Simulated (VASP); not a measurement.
Input of a VASP 6.6.1 run:

File INCAR:

```
SYSTEM = Sr
ALGO     = Normal         ! electronic algorithm
EDIFF    = 1E-7           ! SCF threshold, eV
ENCUT    = 520            ! plane-wave cutoff, eV
GGA      = PE             ! functional
ISIF     = 2              ! what is computed and relaxed
ISMEAR   = 0              ! smearing method
LASPH    = .True.         ! aspherical terms in the spheres
LCHARG   = .False.        ! write CHGCAR
LREAL    = .False.        ! projectors in reciprocal space
LWAVE    = .False.        ! write WAVECAR
NBANDS   = 11             ! bands
NELM     = 100            ! most SCF steps
PREC     = Accurate       ! precision mode
SIGMA    = 0.1            ! smearing width, eV
```

File KPOINTS:

```
k-points
0
Gamma
  2 2 2
  0 0 0
```

Contents of POSCAR:

```
Sr
1.0
   -2.4250000000      2.4250000000      2.4250000000
    2.4250000000     -2.4250000000      2.4250000000
    2.4250000000      2.4250000000     -2.4250000000
Sr
1
Direct
    0.0000000000      0.0000000000      0.0000000000
```

Potentials or basis: VASP PAW PBE potentials, release 64 (Sr_sv).

Run with:

```console
$ cat potpaw_PBE.64/Sr_sv/POTCAR > POTCAR
$ mpirun -np 1 vasp_std > vasp.out
```

**Question.** Estimate the pressure.

**Answer.** -3.7 GPa.

**Question.** Predict the band gap on the k mesh.

**Answer.** Zero (filled and empty bands touch).

Caveat: the k points lie up to 0.92 Å⁻¹ apart.
